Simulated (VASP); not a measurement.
Write the native input for VASP 6.6.1 that does the following.

* Task: single point
* Functional: PBEsol
* Potentials or basis: VASP PAW PBE potentials, release 64 (Sr_sv)
* Cutoff: 520 eV
* k mesh: 8 × 8 × 8
* Occupations: fermi-dirac, width 0.05 eV
* Spin: no spin polarisation
* Dipole correction: no
* Further INCAR settings: ALGO = Normal; EDIFF = 1e-06; NBANDS = 11

The structure of Sr lies in POSCAR:

```
Sr
1.0
    0.0000000000      3.1020190703      3.1020190703
    3.1020190703      0.0000000000      3.1020190703
    3.1020190703      3.1020190703      0.0000000000
Sr
1
Direct
    0.0000000000      0.0000000000      0.0000000000
```

This cell differs from its parent crystal: volume scaled by 1.06.

One way to write it, as run:

INCAR

```
PREC = Accurate
ENCUT = 520
EDIFF = 1E-6
ISMEAR = -1
SIGMA = 0.05
LREAL = False
LASPH = True
NELM = 100
ALGO = Normal
ISIF = 2
LWAVE = False
LCHARG = False
GGA = PS
NBANDS = 11
```

KPOINTS

```
Automatic mesh
0
Gamma
  8 8 8
```

Potentials or basis: VASP PAW PBE potentials, release 64 (Sr_sv).

The run is started by

```console
$ cat potpaw_PBE.64/Sr_sv/POTCAR > POTCAR
$ mpirun -np 1 vasp_std > vasp.out
```

It gave:

```
Pressure               : -1.4 GPa
Band gap on the k mesh : zero (band 5 reaches 1.35 eV, above the bottom of band 6 at 1.22 eV)
```

Caveat: the PAW data sets were made with another functional, which shifts forces and pressure a little.

Run time: 11 s on 1 thread of Intel Xeon 6975P-C, with other jobs on the host, peak memory 0.2 GiB.
